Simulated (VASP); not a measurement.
# Ca2Ta3O (P4mm) in VASP: further runs

Runs on Ca2Ta3O. Level: PBE. Tasks: single point.

Program: VASP 6.6.1. These are calculated values, not measurements. Logs are shortened: lines on timing, memory, paths and dates and some standing lists are left out, and cuts for length are marked.

### 1 The cell of the first run

Symmetry: P4mm, No. 99, tetragonal system. The conventional cell has a = 4.274 Å, b = 4.274 Å, c = 6.142 Å, α = 90.00°, β = 90.00°, γ = 90.00°. Within 2.9 Å of Ca (site symmetry 4mm) lie 4 Ta at 2.16 Å. Within 2.7 Å of Ca (site symmetry 4mm) lie 1 O at 2.07 Å and 5 Ta at 2.15 to 2.57 Å. Within 2.9 Å of Ta (site symmetry 2mm) lie 4 Ca at 2.15 to 2.16 Å and 2 O at 2.79 Å. Within 2.0 Å of Ta (site symmetry 4mm) lie 1 O at 1.49 Å. Within 2.0 Å of O (site symmetry 4mm) lie 1 Ta at 1.49 Å.

### 2 Single point, PBE

Contents of INCAR:

```
SYSTEM = Ca2Ta3O
ALGO = Normal
EDIFF = 1E-7
ENCUT = 520
GGA = PE
ISIF = 2
ISMEAR = 0
LASPH = .True.
LCHARG = .True.
LELF = .True.
LREAL = .False.
LVHAR = .True.
LWAVE = .False.
NBANDS = 38
NELM = 80
PREC = Accurate
SIGMA = 0.1
```

Contents of KPOINTS:

```
k-points
0
Gamma
  4 4 4
  0 0 0
```

Contents of POSCAR:

```
Ca2Ta3O
1.0
    4.2739483900      0.0000000000      0.0000000000
    0.0000000000      4.2739483900      0.0000000000
    0.0000000000      0.0000000000      6.1415678200
Ca Ta O
2 3 1
Direct
    0.5000000000      0.5000000000      0.6153960300
    0.0000000000      0.0000000000      0.6065423100
    0.0000000000      0.5000000000      0.5614809700
    0.5000000000      0.0000000000      0.5614809700
    0.0000000000      0.0000000000      0.0257520000
    0.0000000000      0.0000000000      0.2687059300
```

Potentials or basis: VASP PAW PBE potentials, release 64 (Ca_sv, Ta_pv, O).

Command:

```bash
$ cat potpaw_PBE.64/Ca_sv/POTCAR potpaw_PBE.64/Ta_pv/POTCAR potpaw_PBE.64/O/POTCAR > POTCAR
$ mpirun -np 1 vasp_std > vasp.out
```

OUTCAR:

```text
SYSTEM = Ca2Ta3O
   EDIFF = 1E-7
   ENCUT = 520
   GGA = PE
   ISIF = 2
   ISMEAR = 0
   LASPH = .True.
   LREAL = .False.
   NELM = 80
   PREC = Accurate

 ion  position               nearest neighbor table
   1  0.500  0.500  0.615-   3 2.16   4 2.16   4 2.16   3 2.16   2 3.02   2 3.02   2 3.02   2 3.02

   2  0.000  0.000  0.607-   6 2.07   4 2.15   3 2.15   3 2.15   4 2.15   5 2.57   1 3.02   1 3.02
                             1 3.02   1 3.02
   3  0.000  0.500  0.561-   2 2.15   2 2.15   1 2.16   1 2.16   4 3.02   4 3.02   4 3.02   4 3.02
                             5 3.56   5 3.56
   4  0.500  0.000  0.561-   2 2.15   2 2.15   1 2.16   1 2.16   3 3.02   3 3.02   3 3.02   3 3.02
                             5 3.56   5 3.56
   5  0.000  0.000  0.026-   6 1.49   2 2.57   4 3.56   3 3.56   3 3.56   4 3.56
   6  0.000  0.000  0.269-   5 1.49   2 2.07

  LATTYP: Found a simple tetragonal cell.
 ALAT       =     4.2739483900
 C/A-ratio  =     1.4369775345

  Lattice vectors:

 A1 = (   4.2739483900,   0.0000000000,   0.0000000000)
 A2 = (   0.0000000000,   4.2739483900,   0.0000000000)
 A3 = (   0.0000000000,   0.0000000000,   6.1415678200)

Analysis of symmetry for initial positions (statically):
=====================================================================
 Subroutine PRICEL returns:
 Original cell was already a primitive cell.

 Routine SETGRP: Setting up the symmetry group for a
 simple tetragonal supercell.

 Subroutine GETGRP returns: Found  8 space group operations
 (whereof  8 operations were pure point group operations)
 out of a pool of 16 trial point group operations.

The static configuration has the point symmetry C_4v.

Analysis of symmetry for dynamics (positions and initial velocities):
=====================================================================
 Subroutine PRICEL returns:
 Original cell was already a primitive cell.

 Routine SETGRP: Setting up the symmetry group for a
 simple tetragonal supercell.

 Subroutine GETGRP returns: Found  8 space group operations
 (whereof  8 operations were pure point group operations)
 out of a pool of 16 trial point group operations.

The dynamic configuration has the point symmetry C_4v.

 Subroutine INISYM returns: Found  8 space group operations
 (whereof  8 operations are pure point group operations),
 and found     1 'primitive' translations

----------------------------------------------------------------------------------------

                                     Primitive cell

  volume of cell :     112.1858

  direct lattice vectors                    reciprocal lattice vectors
     4.273948390  0.000000000  0.000000000     0.233975684  0.000000000  0.000000000
     0.000000000  4.273948390  0.000000000     0.000000000  0.233975684  0.000000000
     0.000000000  0.000000000  6.141567820     0.000000000  0.000000000  0.162824873

  length of vectors
     4.273948390  4.273948390  6.141567820     0.233975684  0.233975684  0.162824873

  position of ions in fractional coordinates (direct lattice)
     0.500000000  0.500000000  0.615396030
     0.000000000  0.000000000  0.606542310
     0.000000000  0.500000000  0.561480970
     0.500000000  0.000000000  0.561480970
     0.000000000  0.000000000  0.025752000
     0.000000000  0.000000000  0.268705930

  ion indices of the primitive-cell ions
   primitive index   ion index
                 1           1
                 2           2
                 3           3
                 4           4
                 5           5
                 6           6

----------------------------------------------------------------------------------------

 KPOINTS: k-points

Automatic generation of k-mesh.
 Grid dimensions read from file:
 generate k-points for:    4    4    4

 Generating k-lattice:

  Cartesian coordinates                     Fractional coordinates (reciprocal lattice)
     0.058493921  0.000000000  0.000000000     0.250000000  0.000000000  0.000000000
     0.000000000  0.058493921  0.000000000     0.000000000  0.250000000  0.000000000
     0.000000000  0.000000000  0.040706218     0.000000000  0.000000000  0.250000000

  Length of vectors
     0.058493921  0.058493921  0.040706218

  Shift w.r.t. Gamma in fractional coordinates (k-lattice)
     0.000000000  0.000000000  0.000000000

 Subroutine IBZKPT returns following result:
 ===========================================

 Found     18 irreducible k-points:

 Following reciprocal coordinates:
            Coordinates               Weight
  0.000000  0.000000  0.000000      1.000000
  0.250000  0.000000  0.000000      4.000000
  0.500000  0.000000  0.000000      2.000000
  0.250000  0.250000  0.000000      4.000000
  0.500000  0.250000  0.000000      4.000000
  0.500000  0.500000  0.000000      1.000000
[... 10 lines left out ...]
  0.500000  0.250000  0.500000      4.000000
  0.500000  0.500000  0.500000      1.000000
   k-points           NKPTS =     18   k-points in BZ     NKDIM =     18   number of bands    NBANDS=     38
   number of dos      NEDOS =    301   number of ions     NIONS =      6
   total plane-waves  NPLWV =  49152
   dimension x,y,z NGX =    32 NGY =   32 NGZ =   48
   dimension x,y,z NGXF=    64 NGYF=   64 NGZF=   96
   ions per type =               2   3   1
   NGX,Y,Z   is equivalent  to a cutoff of  12.45, 12.45, 12.99 a.u.
   NGXF,Y,Z  is equivalent  to a cutoff of  24.89, 24.89, 25.99 a.u.
 SYSTEM =  Ca2Ta3O
   PREC   = accura    normal or accurate (medium, high low for compatibility)
   ISTART =      0    job   : 0-new  1-cont  2-samecut
   ICHARG =      2    charge: 1-file 2-atom 10-const
   ISPIN  =      1    spin polarized calculation?
   LNONCOLLINEAR =      F non collinear calculations
   LSORBIT =      F    spin-orbit coupling
   LASPH  =      T    aspherical Exc in radial PAW
   ENCUT  =  520.0 eV  38.22 Ry    6.18 a.u.   7.95  7.95 11.42*2*pi/ulx,y,z
   NELM   =     80;   NELMIN=  2; NELMDL= -5     # of ELM steps
   EDIFF  = 0.1E-06   stopping-criterion for ELM
   LREAL  =      F    real-space projection
   EDIFFG = 0.1E-05   stopping-criterion for IOM
   NSW    =      0    number of steps for IOM
   IBRION =     -1    ionic relax: 0-MD 1-quasi-New 2-CG
   NFREE  =      0    steps in history (QN), initial steepest desc. (CG)
   ISIF   =      2    stress and relaxation
   ISYM   =      2    0-nonsym 1-usesym 2-fastsym
   POTIM  = 0.5000    time-step for ionic-motion
   TEBEG  =    0.0;   TEEND  =   0.0 temperature during run
   PSTRESS=    0.0 pullay stress
   NELECT =      59.0000    total number of electrons
   NUPDOWN=      -1.0000    fix difference up-down
   EMIN   =  10.00;   EMAX   =-10.00  energy-range for DOS
   EFERMI =   0.00;   METHOD = LEGACY
   ISMEAR =     0;   SIGMA  =   0.10  broadening in eV -4-tet -1-fermi 0-gaus
   EFERMI_NEDOS =   21; number of points for ismear=-14 and -15
   IALGO  =     38    algorithm
   IMIX   =      4    mixing-type and parameters
     AMIX     =   0.40;   BMIX     =  1.00
     AMIX_MAG =   1.60;   BMIX_MAG =  1.00
  volume/ion in A,a.u.               =      18.70       126.18
  Fermi-wavevector in a.u.,A,eV,Ry     =   1.321436  2.497153 23.758411  1.746194
  Thomas-Fermi vector in A             =   2.451190
   LORBIT       =      0    0 simple, 1 ext, 2 COOP (PROOUT), +10 PAW based schemes
   GGA     = PE    functional components
   LHFCALC =     F    Hartree Fock is set to
   AEXX    =    0.0000 exact exchange contribution
   IVDW    =     0    specifies the selected vdW correction
   LEPSILON=     F    determine dielectric tensor
   LRPA    =     F    only Hartree local field effects (RPA)
 non-spin polarized calculation
 Gauss-broadening in eV      SIGMA  =   0.10
  energy-cutoff  :      520.00
  volume of cell :      112.19
 maximum number of plane-waves:      3072
 NGX is ok and might be reduce to    32
   NGX = 15   NGY = 15   NGZ = 23

 number of electron      58.9999985 magnetization

 Free energy of the ion-electron system (eV)
  ---------------------------------------------------
  ext. energy  EPLUGINS =         0.00000000
  ---------------------------------------------------
  free energy    TOTEN  =       -16.74246100 eV

  energy without entropy =      -16.70262055  energy(sigma->0) =      -16.72254077

 E-fermi :   4.4713     XC(G=0): -10.5991

 val. band max:        4.4449441150   @ k =   0.5000   0.2500   0.5000
 cond. band min:       4.4756682260   @ k =   0.5000   0.2500   0.0000
 fundamental gap:      0.0307241109
 Fermi energy:         4.4712729447

 k-point     1 :       0.0000    0.0000    0.0000
  band No.  band energies     occupation
      1     -35.6030      2.00000
      2     -35.3032      2.00000
      3     -33.6747      2.00000
      4     -31.3636      2.00000
      5     -31.3636      2.00000
      6     -31.2042      2.00000
[... 30 lines left out ...]
     37       6.2530      0.00000
     38       6.7379      0.00000

 k-point     2 :       0.2500    0.0000    0.0000
  band No.  band energies     occupation
      1     -35.8570      2.00000
      2     -35.5799      2.00000
      3     -33.6780      2.00000
      4     -31.2656      2.00000
      5     -31.2123      2.00000
      6     -31.1982      2.00000
[... 30 lines left out ...]
     37       6.9170      0.00000
     38       6.9876      0.00000

 k-point     3 :       0.5000    0.0000    0.0000
  band No.  band energies     occupation
      1     -36.0792      2.00000
      2     -35.8068      2.00000
      3     -33.6796      2.00000
      4     -31.2155      2.00000
      5     -31.2116      2.00000
      6     -31.0436      2.00000
[... 30 lines left out ...]
     37       6.7887      0.00000
     38       7.1466      0.00000

 k-point     4 :       0.2500    0.2500    0.0000
  band No.  band energies     occupation
      1     -36.0962      2.00000
      2     -35.8225      2.00000
      3     -33.6799      2.00000
      4     -31.2126      2.00000
      5     -31.2118      2.00000
      6     -30.8790      2.00000
[... 30 lines left out ...]
     37       6.7680      0.00000
     38       7.1343      0.00000
[... 457 lines left out ...]
      4     -31.2120      2.00000
      5     -31.2118      2.00000
      6     -30.8799      2.00000
[... 30 lines left out ...]
     37       7.0833      0.00000
     38       7.7935      0.00000

 k-point    17 :       0.5000    0.2500    0.5000
  band No.  band energies     occupation
      1     -36.3145      2.00000
      2     -36.0304      2.00000
      3     -33.6610      2.00000
      4     -31.2158      2.00000
      5     -31.2116      2.00000
      6     -30.6413      2.00000
[... 30 lines left out ...]
     37       6.7255      0.00000
     38       7.5984      0.00000

 k-point    18 :       0.5000    0.5000    0.5000
  band No.  band energies     occupation
      1     -36.5120      2.00000
      2     -36.2264      2.00000
      3     -33.6627      2.00000
      4     -31.2156      2.00000
      5     -31.2156      2.00000
      6     -30.3741      2.00000
[... 30 lines left out ...]
     37       6.7409      0.00000
     38       6.7409      0.00000

------------------------ aborting loop because EDIFF is reached ----------------------------------------

  FORCE on cell =-STRESS in cart. coord.  units (eV):
  Direction    XX          YY          ZZ          XY          YZ          ZX
  --------------------------------------------------------------------------------------
  -------------------------------------------------------------------------------------
  Total       51.3303542     51.3303542     45.8202638      0.0000000      0.0000000     -0.0000000
  in kB      733.0726959    733.0726959    654.3805290      0.0000000      0.0000000     -0.0000000
  external PRESSURE =     706.8419736 kB  Pullay stress =       0.0000000 kB

 VOLUME and BASIS-vectors are now :
 -----------------------------------------------------------------------------
  energy-cutoff  :      520.00
  volume of cell :      112.19
      direct lattice vectors                 reciprocal lattice vectors
     4.273948390  0.000000000  0.000000000     0.233975684  0.000000000  0.000000000
     0.000000000  4.273948390  0.000000000     0.000000000  0.233975684  0.000000000
     0.000000000  0.000000000  6.141567820     0.000000000  0.000000000  0.162824873

 POSITION                                       TOTAL-FORCE (eV/Angst)
 -----------------------------------------------------------------------------------
      2.13697      2.13697      3.77950        -0.000000     -0.000000      6.083817
      0.00000      0.00000      3.72512        -0.000000      0.000000      3.835528
      0.00000      2.13697      3.44837        -0.000000      0.000000     -3.223456
      2.13697      0.00000      3.44837         0.000000      0.000000     -3.223456
      0.00000      0.00000      0.15816        -0.000000      0.000000    -27.166010
      0.00000      0.00000      1.65028         0.000000      0.000000     23.693575
 -----------------------------------------------------------------------------------
    total drift:                                0.000000      0.000000     -0.000033

  FREE ENERGIE OF THE ION-ELECTRON SYSTEM (eV)
  ---------------------------------------------------
  free  energy   TOTEN  =       -16.7424609999 eV

  energy  without entropy=      -16.7026205464  energy(sigma->0) =      -16.72254077
```

Run time: 90 s. Hardware: 1 thread of Intel Xeon Platinum 8259CL at 2.50GHz (Skylake/Cascade Lake), shared host; peak memory 0.25 GiB.

What came out:

| Item | Value |
| --- | --- |
| Free energy | -16.7425 eV |
| Pressure | 70.7 GPa |
| Largest force | 27.166 eV/Å |

Forces on the atoms (eV/Å):
```
Ca    0.000   0.000   6.084
Ca    0.000   0.000   3.836
Ta    0.000   0.000  -3.223
Ta    0.000   0.000  -3.223
Ta    0.000   0.000 -27.166
O     0.000   0.000  23.694
```

Stress tensor (GPa, compression positive):
```
73.31  0.00  0.00
 0.00 73.31  0.00
 0.00  0.00 65.44
```

Levels at points of the mesh, in eV from the Fermi level:
```
           k point  band 25  band 26  band 27  band 28  band 29  band 30  band 31  band 32  band 33  band 34
(0.00, 0.00, 0.00)    -2.58    -2.58    -1.80    -1.34     0.39     0.40     0.44     0.44     0.59     0.70
(0.50, 0.00, 0.00)    -2.56    -1.50    -1.44    -1.26    -1.21    -0.51    -0.34     0.30     0.93     1.05
(0.50, 0.50, 0.00)    -1.19    -1.16    -1.03    -1.03     0.84     1.05     1.23     1.39     1.48     2.03
(0.00, 0.00, 0.50)    -3.22    -2.78    -2.50    -0.90    -0.90     0.13     0.13     0.41     0.65     0.66
(0.50, 0.00, 0.50)    -2.34    -2.20    -1.65    -1.47    -1.34    -0.37    -0.29     0.14     0.54     1.23
(0.50, 0.50, 0.50)    -1.35    -0.74    -0.74    -0.24     0.60     0.83     1.18     1.23     1.60     1.60
```

Caveat: the k points lie up to 0.37 Å⁻¹ apart; spin-orbit coupling is left out, which moves the levels of the heavy elements; an odd number of electrons without spin polarisation forces a metal; a magnetic or distorted state may lie lower.

### 3 Single point, PBE

This run uses another cell than the first one, of 23.33 Å³/atom, 1.248 times its volume.

Contents of INCAR:

```
SYSTEM = Ca2Ta3O
PREC = Accurate
ENCUT = 520
EDIFF = 1E-6
ISMEAR = 0
SIGMA = 0.1
LREAL = .False.
LASPH = .True.
NELM = 80
ALGO = Normal
ISIF = 2
LWAVE = .False.
LCHARG = .False.
GGA = PE
NBANDS = 38
```

Contents of KPOINTS:

```
regular mesh
0
Gamma
  4 4 4
  0 0 0
```

Contents of POSCAR:

```
Ca2Ta3O
1.0
    3.8881941437      0.0000000000      0.0000000000
    0.0000000000      3.8881941437      0.0000000000
    0.0000000000      0.0000000000      9.2610804034
Ca Ta O
2 3 1
Direct
    0.5000000000      0.5000000000      1.0437229016
    0.0000000000      0.0000000000      0.3318188751
    0.0000000000      0.5000000000      0.6572251075
    0.5000000000      0.0000000000      0.6572251075
    0.0000000000      0.0000000000     -0.1359796945
    0.0000000000      0.0000000000      0.0853459129
```

Potentials or basis: VASP PAW PBE potentials, release 64 (Ca_sv, Ta_pv, O).

Command:

```bash
$ cat potpaw_PBE.64/Ca_sv/POTCAR potpaw_PBE.64/Ta_pv/POTCAR potpaw_PBE.64/O/POTCAR > POTCAR
$ mpirun -np 1 vasp_std > vasp.out
```

Wall time 2 min (1 thread of Intel Xeon Platinum 8259CL at 2.50GHz (Skylake/Cascade Lake), shared host); peak memory 0.28 GiB.

It converged, with:

```yaml
Free_energy: -46.0223 eV
Pressure: 0.2 GPa
Largest_force: 0.080 eV/Å
```

Forces in eV/Å, atoms in the order of the input:
```
Ca   0.000  0.000 -0.004
Ca   0.000  0.000  0.043
Ta   0.000  0.000  0.000
Ta   0.000  0.000  0.000
Ta   0.000  0.000 -0.080
O    0.000  0.000  0.040
```

Stress tensor (GPa, compression positive):
```
0.11 0.00 0.00
0.00 0.11 0.00
0.00 0.00 0.45
```

Levels at points of the mesh, in eV from the Fermi level:
```tsv
k point	band 27	band 28	band 29	band 30	band 31	band 32
(0.00, 0.00, 0.00)	-2.08	-1.58	-1.58	-0.47	1.23	1.36
(0.50, 0.00, 0.00)	-1.00	-0.93	-0.46	0.09	0.16	0.62
(0.50, 0.50, 0.00)	-0.39	-0.39	0.07	0.13	0.13	1.11
(0.00, 0.00, 0.50)	-2.06	-1.54	-1.54	0.05	0.78	1.35
(0.50, 0.00, 0.50)	-0.98	-0.93	-0.41	0.03	0.17	0.73
(0.50, 0.50, 0.50)	-0.37	-0.37	0.10	0.10	0.38	0.66
```

Caveat: the k points lie up to 0.40 Å⁻¹ apart; spin-orbit coupling is left out, which moves the levels of the heavy elements; an odd number of electrons without spin polarisation forces a metal; a magnetic or distorted state may lie lower.
